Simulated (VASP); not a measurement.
BN: single point with r2SCAN

The system is BN.

```xyz
2
Lattice="0.0000 1.8044 1.8044 1.8044 0.0000 1.8044 1.8044 1.8044 0.0000" Properties=species:S:1:pos:R:3 pbc="T T T"
B     0.0000    0.0000    0.0000
N     0.9022    0.9022    0.9022
```

```json
{
 "Program": "VASP 6.6.1",
 "Task": "single point",
 "Functional": "r2SCAN",
 "Potentials or basis": "VASP PAW PBE potentials, release 64 (B, N)",
 "Cutoff": "660 eV",
 "k mesh": "10 × 10 × 10",
 "Occupations": "gaussian, width 0.02 eV",
 "Spin": "no spin polarisation"
}
```

```yaml
Pressure: 1.5 GPa
Band_gap_on_the_k_mesh: 4.98 eV (least direct gap 9.55 eV)
```

Levels at points of the mesh, in eV from the valence-band top:
| k point | band 1 | band 2 | band 3 | band 4 | band 5 | band 6 | band 7 | band 8 |
| --- | --- | --- | --- | --- | --- | --- | --- | --- |
| (0.00, 0.00, 0.00) | -21.35 | 0.00 | 0.00 | 0.00 | 9.55 | 9.55 | 9.55 | 11.15 |
| (0.50, 0.00, 0.00) | -17.03 | -11.13 | -2.02 | -2.02 | 10.86 | 11.50 | 11.50 | 16.46 |
| (0.50, 0.50, 0.00) | -15.60 | -9.35 | -5.12 | -5.12 | 4.98 | 9.85 | 19.34 | 19.34 |

It took 33 s on 1 thread of AMD EPYC 7R13 Processor (Zen 3) (shared host), peak memory 0.11 GiB.

Caveat: the PAW data sets were made with another functional, which shifts forces and pressure a little. A k mesh can miss the band edges.
